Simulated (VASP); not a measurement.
A run of VASP 6.6.1 is set up as follows.

Contents of INCAR:

```
SYSTEM = Si6O11
ALGO = Normal
EDIFF = 1E-6
ENCUT = 520
GGA = PE
ISIF = 2
ISMEAR = 0
LASPH = .TRUE.
LCHARG = .FALSE.
LREAL = Auto
LWAVE = .FALSE.
NBANDS = 59
NELECT = 88.0
NELM = 80
PREC = Accurate
SIGMA = 0.05
```

The input KPOINTS:

```
k-points
0
G
  4 4 2
  0 0 0
```

POSCAR

```
Si6O11
1.0
   -2.5103274377      4.3480146658      0.0000000000
    0.0000000000      0.0000000000      5.5092660079
    7.5309823132      4.3480146658      0.0000000000
Si O
6 11
Direct
    0.7617495765      0.3333333333      0.2382504235
    0.2617495765      0.3333333333      0.7382504235
    0.9765008470      0.6666666667      0.5000000000
    0.4765008470      0.6666666667      0.0000000000
    0.2617495765      0.0000000000      0.2617495765
    0.7617495765      0.0000000000      0.7617495765
    0.0486521033      0.2055717715      0.2072260374
    0.5486521033      0.2055717715      0.7072260374
    0.7865130045      0.5389051049      0.3720609296
    0.2865130045      0.5389051049      0.8720609296
    0.6648348922      0.8722384382      0.9207130329
    0.2865130045      0.7944282285      0.1279390704
    0.7865130045      0.7944282285      0.6279390704
    0.6648348922      0.4610948951      0.0792869671
    0.1648348922      0.4610948951      0.5792869671
    0.5825848004      0.1017060264      0.3058198307
    0.0486521033      0.1277615618      0.7927739626
```

Potentials or basis: VASP PAW PBE potentials, release 64 (Si, O).

Launch:

```console
$ cat potpaw_PBE.64/Si/POTCAR potpaw_PBE.64/O/POTCAR > POTCAR
$ mpirun -np 1 vasp_std > vasp.out
```

(1) Predict the largest force.

Results:

(1) 4.074 eV/Å.

Caveat: the k points lie up to 0.36 Å⁻¹ apart; the cell carries a net charge on a neutralising background, which shifts energy and pressure; the cell differs from its parent crystal (atom 16 moved 0.000 of the way to it and +0.250 Å across, host rigid).
